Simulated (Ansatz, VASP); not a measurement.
This is a calculation of CoO for Ansatz 0.2.0.

input.yaml

```yaml
crystal:
  lattice:
    - [0.0, 2.1315, 2.1315]
    - [2.1315, 0.0, 2.1315]
    - [2.1315, 2.1315, 0.0]
  atoms:
    - { symbol: Co, position: [0.0, 0.0, 0.0], spin: 2.0 }
    - { symbol: O, position: [0.5, 0.5, 0.5] }
hamiltonian:
  xc: pbe
  pseudopotentials: { kind: paw }
magnetization:
  spin_polarized: true
kpoints:
  mp_grid: { grid: [11, 11, 11] }
scf:
  occupations: { method: gaussian, width: 0.012 }
output:
  forces: true
  stress: true
  eigenvalues: true
```

Potentials or basis: Ansatz PAW.

Command:

```sh
$ ansatz run input.yaml --threads 2 --pin off --max-ram 5632MiB --backend cpu --events-out ev --progress --plain --runs-dir out
```

Problem. Translate it to VASP 6.6.1. Potentials there: VASP PAW PBE potentials, release 64 (Co, O).

Solution. As run (the cutoff follows the program's own potentials):

Contents of INCAR:

```
PREC = Accurate
ENCUT = 520
EDIFF = 1E-6
ISMEAR = 0
SIGMA = 0.012
LREAL = False
LASPH = True
NELM = 150
ALGO = Normal
ISIF = 2
LWAVE = False
LCHARG = False
ISPIN = 2
MAGMOM = 2 0
LORBIT = 11
LMAXMIX = 4
GGA = PE
NBANDS = 18
```

File KPOINTS:

```
Automatic mesh
0
Gamma
  11 11 11
```

The input POSCAR:

```
CoO
1.0
    0.0000000000      2.1315000000      2.1315000000
    2.1315000000      0.0000000000      2.1315000000
    2.1315000000      2.1315000000      0.0000000000
Co O
1 1
Direct
    0.0000000000      0.0000000000      0.0000000000
    0.5000000000      0.5000000000      0.5000000000
```

Potentials or basis: VASP PAW PBE potentials, release 64 (Co, O).

The run is started by

```sh
$ cat potpaw_PBE.64/Co/POTCAR potpaw_PBE.64/O/POTCAR > POTCAR
$ mpirun -np 1 vasp_std > vasp.out
```

Both were run:

|  | VASP | Ansatz | Ansatz less VASP |
| --- | --- | --- | --- |
| gap on the k mesh at the Fermi level (eV) | none | none | - |
| pressure (GPa) | -2.5 | -1.5 | +0.94 |
| net moment per atom (μB) | 1.46 | 1.50 | +0.033 |
| size of the moment on the site where the two differ most (μB) | 0.30 | 0.34 | +0.037 |

Site moments also hang on the region over which each program counts them. A gap of «none» marks a metal or a gap that the smearing closes. VASP's potentials hold 15 valence electrons a cell and Ansatz's 23, so a difference there can come from the potentials and not from the codes.
